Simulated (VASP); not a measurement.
# KI (Cmcm) in VASP: a series of runs

The runs below take KI through single point, relaxation of cell and atoms, with PBEsol.

Everything below comes from runs of VASP 6.6.1. Logs are shortened: lines on timing, memory, paths and dates and some standing lists are left out, and cuts for length are marked.

### Step 1. The cell of the first run

The typed cell holds 4 atoms: a = 4.843 Å, b = 4.843 Å, c = 8.490 Å, α = 90.00°, β = 90.00°, γ = 120.05°.

### Step 2. Single point, PBEsol

Input file INCAR:

```
  ALGO = Normal
  EDIFF = 1E-7
  ENCUT = 520
  GGA = PS
  ISIF = 2
  ISMEAR = 0
  LASPH = True
  LCHARG = False
  LREAL = False
  LWAVE = False
  NBANDS = 24
  NELM = 100
  PREC = Accurate
  SIGMA = 0.01
```

Input file KPOINTS:

```
k-points
0
Gamma
  5 5 3
```

Input file POSCAR:

```
KI
1.0
    2.4199847677     -4.1955007389      0.0000000000
    2.4199847677      4.1955007389      0.0000000000
    0.0000000000      0.0000000000      8.4895727928
K I
2 2
Direct
    0.5000000000      0.5000000000      0.5000000000
    0.5000000000      0.5000000000      0.0000000000
    0.8333177531      0.1666822469      0.2500000000
    0.1666822469      0.8333177531      0.7500000000
```

Potentials or basis: VASP PAW PBE potentials, release 64 (K_sv, I).

Launch:

```sh
> cat potpaw_PBE.64/K_sv/POTCAR potpaw_PBE.64/I/POTCAR > POTCAR
> mpirun -np 1 vasp_std > vasp.out
```

OUTCAR:

```text
EDIFF = 1E-7
   ENCUT = 520
   GGA = PS
   ISIF = 2
   ISMEAR = 0
   LASPH = True
   LREAL = False
   NELM = 100
   PREC = Accurate

 ion  position               nearest neighbor table
   1  0.500  0.500  0.500-   4 3.51   3 3.51   4 3.51   3 3.51   3 3.51   4 3.51
   2  0.500  0.500  0.000-   4 3.51   3 3.51   4 3.51   3 3.51   3 3.51   4 3.51
   3  0.833  0.167  0.250-   1 3.51   2 3.51   1 3.51   2 3.51   1 3.51   2 3.51
   4  0.167  0.833  0.750-   1 3.51   2 3.51   1 3.51   2 3.51   1 3.51   2 3.51

  LATTYP: Found a base centered orthorhombic cell.
 ALAT       =     4.8399695354
 B/A-ratio  =     1.7336889037
 C/A-ratio  =     1.7540550061

  Lattice vectors:

 A1 = (   2.4199847677,  -4.1955007389,   0.0000000000)
 A2 = (   2.4199847677,   4.1955007389,   0.0000000000)
 A3 = (   0.0000000000,   0.0000000000,   8.4895727928)

Analysis of symmetry for initial positions (statically):
=====================================================================
 Subroutine PRICEL returns:
 Original cell was already a primitive cell.

 Routine SETGRP: Setting up the symmetry group for a
 base centered orthorhombic supercell.

 Subroutine GETGRP returns: Found  8 space group operations
 (whereof  4 operations were pure point group operations)
 out of a pool of  8 trial point group operations.

The static configuration has the point symmetry C_2h.
 The point group associated with its full space group is D_2h.

Analysis of symmetry for dynamics (positions and initial velocities):
=====================================================================
 Subroutine PRICEL returns:
 Original cell was already a primitive cell.

 Routine SETGRP: Setting up the symmetry group for a
 base centered orthorhombic supercell.

 Subroutine GETGRP returns: Found  8 space group operations
 (whereof  4 operations were pure point group operations)
 out of a pool of  8 trial point group operations.

The dynamic configuration has the point symmetry C_2h.
 The point group associated with its full space group is D_2h.

 Subroutine INISYM returns: Found  8 space group operations
 (whereof  4 operations are pure point group operations),
 and found     1 'primitive' translations

----------------------------------------------------------------------------------------

                                     Primitive cell

  volume of cell :     172.3901

  direct lattice vectors                    reciprocal lattice vectors
     2.419984768 -4.195500739  0.000000000     0.206612871 -0.119175286  0.000000000
     2.419984768  4.195500739  0.000000000     0.206612871  0.119175286  0.000000000
     0.000000000  0.000000000  8.489572793     0.000000000  0.000000000  0.117791557

  length of vectors
     4.843403011  4.843403011  8.489572793     0.238519658  0.238519658  0.117791557

  position of ions in fractional coordinates (direct lattice)
     0.500000000  0.500000000  0.500000000
     0.500000000  0.500000000  0.000000000
     0.833317753  0.166682247  0.250000000
     0.166682247  0.833317753  0.750000000

  ion indices of the primitive-cell ions
   primitive index   ion index
                 1           1
                 2           2
                 3           3
                 4           4

----------------------------------------------------------------------------------------

 KPOINTS: k-points

Automatic generation of k-mesh.
 Grid dimensions read from file:
 generate k-points for:    5    5    3

 Generating k-lattice:

  Cartesian coordinates                     Fractional coordinates (reciprocal lattice)
     0.041322574 -0.023835057  0.000000000     0.200000000 -0.000000000  0.000000000
     0.041322574  0.023835057  0.000000000    -0.000000000  0.200000000  0.000000000
     0.000000000  0.000000000  0.039263852     0.000000000  0.000000000  0.333333333

  Length of vectors
     0.047703932  0.047703932  0.039263852

  Shift w.r.t. Gamma in fractional coordinates (k-lattice)
     0.000000000  0.000000000  0.000000000

 Subroutine IBZKPT returns following result:
 ===========================================

 Found     18 irreducible k-points:

 Following reciprocal coordinates:
            Coordinates               Weight
  0.000000  0.000000  0.000000      1.000000
  0.200000 -0.000000  0.000000      4.000000
  0.400000 -0.000000  0.000000      4.000000
  0.200000  0.200000  0.000000      2.000000
  0.400000  0.200000  0.000000      4.000000
 -0.400000  0.200000  0.000000      4.000000
[... 10 lines left out ...]
  0.400000  0.400000  0.333333      4.000000
 -0.400000  0.400000  0.333333      4.000000
   k-points           NKPTS =     18   k-points in BZ     NKDIM =     18   number of bands    NBANDS=     24
   number of dos      NEDOS =    301   number of ions     NIONS =      4
   total plane-waves  NPLWV =  82944
   dimension x,y,z NGX =    36 NGY =   36 NGZ =   64
   dimension x,y,z NGXF=    72 NGYF=   72 NGZF=  128
   ions per type =               2   2
   NGX,Y,Z   is equivalent  to a cutoff of  12.36, 12.36, 12.53 a.u.
   NGXF,Y,Z  is equivalent  to a cutoff of  24.71, 24.71, 25.07 a.u.
 SYSTEM =  unknown system
   PREC   = accura    normal or accurate (medium, high low for compatibility)
   ISTART =      0    job   : 0-new  1-cont  2-samecut
   ICHARG =      2    charge: 1-file 2-atom 10-const
   ISPIN  =      1    spin polarized calculation?
   LNONCOLLINEAR =      F non collinear calculations
   LSORBIT =      F    spin-orbit coupling
   LASPH  =      T    aspherical Exc in radial PAW
   ENCUT  =  520.0 eV  38.22 Ry    6.18 a.u.   9.01  9.01 15.78*2*pi/ulx,y,z
   NELM   =    100;   NELMIN=  2; NELMDL= -5     # of ELM steps
   EDIFF  = 0.1E-06   stopping-criterion for ELM
   LREAL  =      F    real-space projection
   EDIFFG = 0.1E-05   stopping-criterion for IOM
   NSW    =      0    number of steps for IOM
   IBRION =     -1    ionic relax: 0-MD 1-quasi-New 2-CG
   NFREE  =      0    steps in history (QN), initial steepest desc. (CG)
   ISIF   =      2    stress and relaxation
   ISYM   =      2    0-nonsym 1-usesym 2-fastsym
   POTIM  = 0.5000    time-step for ionic-motion
   TEBEG  =    0.0;   TEEND  =   0.0 temperature during run
   PSTRESS=    0.0 pullay stress
   NELECT =      32.0000    total number of electrons
   NUPDOWN=      -1.0000    fix difference up-down
   EMIN   =  10.00;   EMAX   =-10.00  energy-range for DOS
   EFERMI =   0.00;   METHOD = LEGACY
   ISMEAR =     0;   SIGMA  =   0.01  broadening in eV -4-tet -1-fermi 0-gaus
   EFERMI_NEDOS =   21; number of points for ismear=-14 and -15
   IALGO  =     38    algorithm
   IMIX   =      4    mixing-type and parameters
     AMIX     =   0.40;   BMIX     =  1.00
     AMIX_MAG =   1.60;   BMIX_MAG =  1.00
  volume/ion in A,a.u.               =      43.10       290.84
  Fermi-wavevector in a.u.,A,eV,Ry     =   0.933872  1.764762 11.865874  0.872117
  Thomas-Fermi vector in A             =   2.060619
   LORBIT       =      0    0 simple, 1 ext, 2 COOP (PROOUT), +10 PAW based schemes
   GGA     = PS    functional components
   LHFCALC =     F    Hartree Fock is set to
   AEXX    =    0.0000 exact exchange contribution
   IVDW    =     0    specifies the selected vdW correction
   LEPSILON=     F    determine dielectric tensor
   LRPA    =     F    only Hartree local field effects (RPA)
 non-spin polarized calculation
 Gauss-broadening in eV      SIGMA  =   0.01
  energy-cutoff  :      520.00
  volume of cell :      172.39
 maximum number of plane-waves:      4666
   NGX = 17   NGY = 17   NGZ = 31

 number of electron      31.9999998 magnetization

 Free energy of the ion-electron system (eV)
  ---------------------------------------------------
  ext. energy  EPLUGINS =         0.00000000
  ---------------------------------------------------
  free energy    TOTEN  =       -11.55668482 eV

  energy without entropy =      -11.55668482  energy(sigma->0) =      -11.55668482

 E-fermi :  -0.2422     XC(G=0):  -7.4285

 val. band max:       -0.3081795399   @ k =   0.0000   0.0000   0.0000
 cond. band min:       3.4758825434   @ k =   0.0000   0.0000   0.0000
 fundamental gap:      3.7840620832
 Fermi energy:        -0.2422042502

 k-point     1 :       0.0000    0.0000    0.0000
  band No.  band energies     occupation
      1     -28.7309      2.00000
      2     -28.7249      2.00000
      3     -12.5111      2.00000
      4     -12.2876      2.00000
      5     -12.2876      2.00000
      6     -12.2725      2.00000
[... 16 lines left out ...]
     23       6.5283      0.00000
     24       7.4366      0.00000

 k-point     2 :       0.2000   -0.0000    0.0000
  band No.  band energies     occupation
      1     -28.7301      2.00000
      2     -28.7242      2.00000
      3     -12.4705      2.00000
      4     -12.3470      2.00000
      5     -12.2925      2.00000
      6     -12.2906      2.00000
[... 16 lines left out ...]
     23       6.8975      0.00000
     24       6.9794      0.00000

 k-point     3 :       0.4000   -0.0000    0.0000
  band No.  band energies     occupation
      1     -28.7288      2.00000
      2     -28.7231      2.00000
      3     -12.4529      2.00000
      4     -12.3753      2.00000
      5     -12.3196      2.00000
      6     -12.3005      2.00000
[... 16 lines left out ...]
     23       7.5327      0.00000
     24       8.1159      0.00000

 k-point     4 :       0.2000    0.2000    0.0000
  band No.  band energies     occupation
      1     -28.7291      2.00000
      2     -28.7233      2.00000
      3     -12.4162      2.00000
      4     -12.4020      2.00000
      5     -12.3115      2.00000
      6     -12.3093      2.00000
[... 16 lines left out ...]
     23       7.2314      0.00000
     24       7.7322      0.00000

 k-point     5 :       0.4000    0.2000    0.0000
  band No.  band energies     occupation
      1     -28.7284      2.00000
      2     -28.7227      2.00000
      3     -12.4301      2.00000
      4     -12.3651      2.00000
      5     -12.3422      2.00000
      6     -12.3178      2.00000
[... 16 lines left out ...]
     23       7.7445      0.00000
     24       7.8574      0.00000

 k-point     6 :      -0.4000    0.2000    0.0000
  band No.  band energies     occupation
      1     -28.7291      2.00000
      2     -28.7233      2.00000
      3     -12.4164      2.00000
      4     -12.4016      2.00000
      5     -12.3117      2.00000
      6     -12.3091      2.00000
[... 16 lines left out ...]
     23       7.2326      0.00000
     24       7.7326      0.00000
[... 217 lines left out ...]
 k-point    15 :      -0.4000    0.2000    0.3333
  band No.  band energies     occupation
      1     -28.7276      2.00000
      2     -28.7247      2.00000
      3     -12.3906      2.00000
      4     -12.3880      2.00000
      5     -12.3214      2.00000
      6     -12.3027      2.00000
[... 16 lines left out ...]
     23       7.3463      0.00000
     24       7.9085      0.00000

 k-point    16 :      -0.2000    0.2000    0.3333
  band No.  band energies     occupation
      1     -28.7286      2.00000
      2     -28.7257      2.00000
      3     -12.4274      2.00000
      4     -12.3540      2.00000
      5     -12.2989      2.00000
      6     -12.2926      2.00000
[... 16 lines left out ...]
     23       6.8525      0.00000
     24       7.1620      0.00000

 k-point    17 :       0.4000    0.4000    0.3333
  band No.  band energies     occupation
      1     -28.7270      2.00000
      2     -28.7242      2.00000
      3     -12.4062      2.00000
      4     -12.3605      2.00000
      5     -12.3383      2.00000
      6     -12.3156      2.00000
[... 16 lines left out ...]
     23       7.5493      0.00000
     24       7.6303      0.00000

 k-point    18 :      -0.4000    0.4000    0.3333
  band No.  band energies     occupation
      1     -28.7274      2.00000
      2     -28.7245      2.00000
      3     -12.4208      2.00000
      4     -12.3660      2.00000
      5     -12.3335      2.00000
      6     -12.2959      2.00000
[... 16 lines left out ...]
     23       7.6641      0.00000
     24       7.8002      0.00000

------------------------ aborting loop because EDIFF is reached ----------------------------------------

  FORCE on cell =-STRESS in cart. coord.  units (eV):
  Direction    XX          YY          ZZ          XY          YZ          ZX
  --------------------------------------------------------------------------------------
  -------------------------------------------------------------------------------------
  Total        0.0361967      0.0242497      0.0775741      0.0000000      0.0000000      0.0000000
  in kB        0.3364087      0.2253741      0.7209661      0.0000000      0.0000000      0.0000000
  external PRESSURE =       0.4275830 kB  Pullay stress =       0.0000000 kB

 VOLUME and BASIS-vectors are now :
 -----------------------------------------------------------------------------
  energy-cutoff  :      520.00
  volume of cell :      172.39
      direct lattice vectors                 reciprocal lattice vectors
     2.419984768 -4.195500739  0.000000000     0.206612871 -0.119175286  0.000000000
     2.419984768  4.195500739  0.000000000     0.206612871  0.119175286  0.000000000
     0.000000000  0.000000000  8.489572793     0.000000000  0.000000000  0.117791557

 POSITION                                       TOTAL-FORCE (eV/Angst)
 -----------------------------------------------------------------------------------
      2.41998      0.00000      4.24479        -0.000000     -0.000000      0.000000
      2.41998      0.00000      0.00000         0.000000     -0.000000      0.000000
      2.41998     -2.79687      2.12239         0.000000      0.001040      0.000000
      2.41998      2.79687      6.36718         0.000000     -0.001040      0.000000
 -----------------------------------------------------------------------------------
    total drift:                                0.000000     -0.000000      0.000000

  FREE ENERGIE OF THE ION-ELECTRON SYSTEM (eV)
  ---------------------------------------------------
  free  energy   TOTEN  =       -11.5566848192 eV

  energy  without entropy=      -11.5566848192  energy(sigma->0) =      -11.55668482
```

Wall time 51 s (1 thread of Intel Xeon Platinum 8375C at 2.90GHz (Ice Lake), shared host); peak memory 0.28 GiB.

Results:

```
Free energy            : -11.5567 eV
Pressure               : 0.0 GPa
Band gap on the k mesh : 3.78 eV
```

Levels at points of the mesh, in eV from the valence-band top:
| k point | band 14 | band 15 | band 16 | band 17 | band 18 | band 19 |
| --- | --- | --- | --- | --- | --- | --- |
| (0.00, 0.00, 0.00) | -0.20 | 0.00 | 0.00 | 3.78 | 5.43 | 5.56 |

Caveat: the PAW data sets were made with another functional, which shifts forces and pressure a little; spin-orbit coupling is left out, which moves the levels of the heavy elements.

### Step 3. Relaxation of cell and atoms, PBEsol

This run uses another cell than the first one, of 46.38 Å³/atom.

Input file INCAR:

```
SYSTEM = KI
PREC = Accurate
ENCUT = 600
EDIFF = 1E-6
ISMEAR = 0
SIGMA = 0.01
LREAL = .FALSE.
LASPH = .TRUE.
NELM = 100
ALGO = Normal
ISIF = 3
LWAVE = .FALSE.
LCHARG = .FALSE.
GGA = PS
IBRION = 2
NSW = 80
EDIFFG = -0.01
```

Input file KPOINTS:

```
regular mesh
0
G
  5 5 3
  0 0 0
```

Input file POSCAR:

```
KI
1.0
    2.5126600000     -4.2552270000      0.0000000000
    2.5126600000      4.2552270000      0.0000000000
    0.0000000000      0.0000000000      8.6765890000
K I
2 2
Direct
    0.5000000000      0.5000000000      0.5000000000
    0.5000000000      0.5000000000      0.0000000000
    0.8402300000      0.1597700000      0.2500000000
    0.1597700000      0.8402300000      0.7500000000
```

Potentials or basis: VASP PAW PBE potentials, release 64 (K_sv, I).

Launch:

```sh
> cat potpaw_PBE.64/K_sv/POTCAR potpaw_PBE.64/I/POTCAR > POTCAR
> mpirun -np 1 vasp_std > vasp.out
```

Run time: 7.5 min. Hardware: 1 thread of Intel Xeon Platinum 8375C at 2.90GHz (Ice Lake), shared host; peak memory 0.39 GiB.

Results (log left out):

- Free energy: -11.5571 eV
- Relaxed volume: 43.30 Å³/atom
- Relaxed cell: a = 4.847 Å, b = 4.847 Å, c = 8.511 Å, α = 90.00°, β = 90.00°, γ = 119.99°
- Space group after relaxing (to 0.1 Å): P6_3/mmc (No. 194)
- Energy gained by relaxing: 7.9 meV/atom
- Ionic steps: 14
- Pressure after relaxing: 0.0 GPa
- Largest force after relaxing: 0.006 eV/Å
- Band gap on the k mesh: 3.77 eV

Forces in eV/Å, atoms in the order of the input:
```
K    0.000  0.000  0.000
K    0.000  0.000  0.000
I    0.000  0.006  0.000
I    0.000 -0.006  0.000
```

The path:
| step | energy change (eV) | largest force (eV/Å) | pressure (GPa) | volume (Å³) |
| --- | --- | --- | --- | --- |
| 1 | 0.0000 | 0.0297 | -0.72 | 185.54 |
| 2 | -0.0199 | 0.0308 | -0.43 | 180.04 |
| 3 | -0.0296 | 0.0327 | 0.00 | 173.11 |
| 4 | -0.0296 | 0.0327 | 0.02 | 172.87 |
| 5 | -0.0298 | 0.0302 | 0.02 | 172.84 |
| 6 | -0.0303 | 0.0233 | 0.02 | 172.74 |
| 7 | -0.0303 | 0.0084 | 0.03 | 172.54 |
| 8 | -0.0304 | 0.0157 | 0.02 | 172.65 |
| 9 | -0.0307 | 0.0155 | -0.01 | 173.07 |
| 10 | -0.0309 | 0.0129 | -0.07 | 173.97 |
| 11 | -0.0310 | 0.0125 | -0.06 | 173.92 |
| 12 | -0.0313 | 0.0110 | -0.05 | 173.77 |
| 13 | -0.0315 | 0.0075 | -0.02 | 173.45 |
| 14 | -0.0316 | 0.0061 | -0.01 | 173.22 |

Final structure:
```
K I
1.0
     2.42409   -4.19782    0.00000
     2.42409    4.19782    0.00000
     0.00000    0.00000    8.51106
K I
2 2
Direct
  0.50000 0.50000 0.50000
  0.50000 0.50000 0.00000
  0.83403 0.16597 0.25000
  0.16597 0.83403 0.75000
```

Levels at points of the mesh, in eV from the valence-band top:
```
           k point  band 13  band 14  band 15  band 16  band 17  band 18  band 19  band 20
(0.00, 0.00, 0.00)    -0.30    -0.21     0.00     0.00     3.77     5.43     5.56     6.63
```

Caveat: the PAW data sets were made with another functional, which shifts forces and pressure a little; spin-orbit coupling is left out, which moves the levels of the heavy elements.
